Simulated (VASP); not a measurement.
PbO, 4 atoms in the cell. It takes space group Pmm2 (No. 25, orthorhombic). Conventional cell: a = 3.988 Å, b = 3.988 Å, c = 5.346 Å, α = 90.00°, β = 90.00°, γ = 90.00°. Within 2.9 Å of Pb (site symmetry mm2) lie 4 O at 2.23 to 2.32 Å. Within 3.1 Å of Pb (site symmetry mm2) lie 4 O at 2.32 to 2.43 Å. O (site symmetry mm2) has 4 Pb at 2.23 to 2.43 Å and 4 O at 2.83 Å within 2.9 Å. Within 3.1 Å of O (site symmetry mm2) lie 4 Pb at 2.32 Å and 4 O at 2.83 Å.  This cell differs from its parent crystal: atom 3 (O) moved 0.2 Å along z.

| Quantity | Value |
| --- | --- |
| Program | VASP 6.6.1 |
| Task | single point |
| Functional | r2SCAN |
| Potentials or basis | VASP PAW PBE potentials, release 64 (Pb_d, O) |
| Cutoff | 520 eV |
| k mesh | 6 × 6 × 4 |
| Occupations | gaussian, width 0.05 eV |
| Spin | no spin polarisation |
| Dipole correction | no |
| Further INCAR settings | ALGO = Normal; EDIFF = 1e-06; NBANDS = 28 |

Potentials or basis: VASP PAW PBE potentials, release 64 (Pb_d, O).

Launch:

```console
$ cat potpaw_PBE.64/Pb_d/POTCAR potpaw_PBE.64/O/POTCAR > POTCAR
$ cp INCAR.step1 INCAR
$ mpirun -np 1 vasp_std > vasp.out
$ cp INCAR.step2 INCAR
$ mpirun -np 1 vasp_std > vasp.out
```

Hardware: 1 thread of Intel Xeon 8259CL, with other jobs on the host.

Task: Estimate the wall time of this run.

Result: It took 12 min on 1 thread of Intel Xeon 8259CL, with other jobs on the host, peak memory 0.25 GiB. Counts: k points 48.
